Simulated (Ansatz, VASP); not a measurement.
**One calculation of Ni, two programs**

```xyz
4
Lattice="4.2368 0.0000 0.0000 0.0000 4.0186 0.0000 0.0000 0.0000 9.8137" Properties=species:S:1:pos:R:3 pbc="T T T"
Ni    0.4391    3.0139    4.5000
Ni    1.6794    1.0046    4.5000
Ni    2.5575    3.0139    5.3137
Ni    3.7978    1.0046    5.3137
```

Alike in both runs: task single point; functional PBEsol; k mesh 10 × 10 × 1; occupations fermi-dirac, width 0.05 eV; collinear spin.

|  | VASP | Ansatz |
| --- | --- | --- |
| version | VASP 6.6.1 | Ansatz 0.2.0 |
| potentials or method | VASP PAW PBE potentials, release 64 (Ni), cutoff 520 eV | all-electron LAPW, scalar-relativistic |

```tsv
	VASP	Ansatz	Ansatz less VASP
rms of the force components (eV/Å)	0.015	0.009	-0.0062
net moment per atom (μB)	0.73	0.74	+0.009
size of the moment on the site where the two differ most (μB)	0.75	0.79	+0.037
```

VASP's potentials were made for PBE, not for PBEsol. Site moments also hang on the region over which each program counts them. Atom by atom the forces differ by 0.023 eV/Å (rms over components). Ansatz ran all-electron here, and VASP with PAW potentials. Ansatz's warnings: vacuum density over bound.
